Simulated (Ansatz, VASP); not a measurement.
**One calculation of Zr, two programs**

The input POSCAR:

```
Zr
1.0
    4.8619979598      0.0000000000      0.0000000000
   -2.4309989799      4.2106137463      0.0000000000
    0.0000000000      0.0000000000      3.0063384410
Zr
3
Direct
    0.0000000000      0.0000000000      0.0000000000
    0.3333333333      0.6666666667      0.5000000000
    0.6666666667      0.3333333333      0.5000000000
```

Contents of INCAR.step1:

```
SYSTEM = Zr
PREC = Accurate
ENCUT = 520
ISMEAR = 0
SIGMA = 0.1
LREAL = .FALSE.
LASPH = .TRUE.
NELM = 60
NBANDS = 25
GGA = PE
ALGO = Normal
EDIFF = 1E-4
LWAVE = .TRUE.
LCHARG = .FALSE.
```

File INCAR.step2:

```
SYSTEM = Zr
PREC = Accurate
ENCUT = 520
EDIFF = 1E-7
ISMEAR = 0
SIGMA = 0.1
LREAL = .FALSE.
LASPH = .TRUE.
NELM = 60
ALGO = Normal
ISIF = 2
LWAVE = .FALSE.
LCHARG = .TRUE.
METAGGA = R2SCAN
LMIXTAU = .TRUE.
LELF = .TRUE.
LVHAR = .TRUE.
NBANDS = 25
ISTART = 1
```

The input KPOINTS:

```
Automatic mesh
0
G
  6 6 6
  0 0 0
```

Input for Ansatz:

```yaml
crystal:
  lattice:
    - [4.8619979598, 0.0, 0.0]
    - [-2.4309989799, 4.2106137463, 0.0]
    - [0.0, 0.0, 3.006338441]
  atoms:
    - { symbol: Zr, position: [0.0, 0.0, 0.0] }
    - { symbol: Zr, position: [0.3333333333, 0.6666666667, 0.5] }
    - { symbol: Zr, position: [0.6666666667, 0.3333333333, 0.5] }
basis:
  ecutwfc: 500
kpoints:
  mp_grid: { grid: [6, 6, 6] }
hamiltonian:
  xc: r2scan
scf:
  occupations: { method: gaussian, width: 0.1 }
output:
  forces: true
  stress: true
  eigenvalues: true
```

Alike in both runs: task single point; functional r2SCAN; k mesh 6 × 6 × 6; occupations gaussian, width 0.1 eV; no spin polarisation.

|  | VASP | Ansatz |
| --- | --- | --- |
| version | VASP 6.6.1 | Ansatz 0.2.0 |
| potentials or method | VASP PAW PBE potentials, release 64 (Zr_sv), cutoff 520 eV | scalar-relativistic, plane waves, PAW |
| valence electrons in the cell | 36 | 36 |

```csv
,VASP,Ansatz,Ansatz less VASP
gap on the k mesh at the Fermi level (eV),none,none,-
pressure (GPa),14.4,14.4,-0.05
"traceless stress, the component that is largest in VASP (GPa)",2.40,2.42,+0.019
```

VASP's potentials were made for PBE, not for r2SCAN. A gap of «none» marks a metal or a gap that the smearing closes.
